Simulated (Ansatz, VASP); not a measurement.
# Al2Cu in VASP and in Ansatz

File INCAR:

```
SYSTEM = Al2Cu
ALGO     = Fast           ! electronic algorithm
EDIFF    = 1E-7           ! SCF threshold, eV
ENCUT    = 520            ! plane-wave cutoff, eV
GGA      = PE             ! functional
ISIF     = 2              ! what is computed and relaxed
ISMEAR   = 0              ! smearing method
LASPH    = .True.         ! aspherical terms in the spheres
LCHARG   = .False.        ! write CHGCAR
LREAL    = .False.        ! projectors in reciprocal space
LWAVE    = .False.        ! write WAVECAR
NBANDS   = 16             ! bands
NELM     = 80             ! most SCF steps
PREC     = Accurate       ! precision mode
SIGMA    = 0.15           ! smearing width, eV
```

KPOINTS

```
k-points
0
Gamma
  14 14 14
  0 0 0
```

POSCAR

```
Al2Cu
1.0
   -1.9491751977      1.9491751977      3.0359500000
    1.9491751977     -1.9491751977      3.0359500000
    1.9491751977      1.9491751977     -3.0359500000
Al Cu
2 1
Direct
    0.7500000000      0.2500000000      0.5000000000
    0.2500000000      0.7500000000      0.5000000000
    0.5000000000      0.5000000000      0.0000000000
```

Input for Ansatz:

```yaml
crystal:
  lattice:
    - [-1.9491751977, 1.9491751977, 3.03595]
    - [1.9491751977, -1.9491751977, 3.03595]
    - [1.9491751977, 1.9491751977, -3.03595]
  atoms:
    - { symbol: Al, position: [0.75, 0.25, 0.5] }
    - { symbol: Al, position: [0.25, 0.75, 0.5] }
    - { symbol: Cu, position: [0.5, 0.5, 0.0] }
basis:
  ecutwfc: 520.0
kpoints:
  mp_grid: { grid: [14, 14, 14] }
hamiltonian:
  xc: pbe
  pseudopotentials: { kind: paw, azcp: { folder: soft_1 } }
scf:
  occupations: { method: gaussian, width: 0.15 }
output:
  forces: true
  stress: true
  eigenvalues: true
```

Alike in both runs: task single point; functional PBE; k mesh 14 × 14 × 14; occupations gaussian, width 0.15 eV; no spin polarisation.

```csv
,VASP,Ansatz
version,VASP 6.6.1,Ansatz 0.2.0
potentials or method,"VASP PAW PBE potentials, release 64 (Al, Cu), cutoff 520 eV","scalar-relativistic, plane waves, PAW"
valence electrons in the cell,17,25
```

```csv
,VASP,Ansatz,Ansatz less VASP
gap on the k mesh at the Fermi level (eV),none,none,-
pressure (GPa),5.5,5.4,-0.14
"traceless stress, the component that is largest in VASP (GPa)",-5.42,-5.47,-0.046
```

A gap of «none» marks a metal or a gap that the smearing closes. The functional is the same, so the differences come from potentials, cutoffs and numerics. VASP's potentials hold 17 valence electrons a cell and Ansatz's 25, so a difference there can come from the potentials and not from the codes.
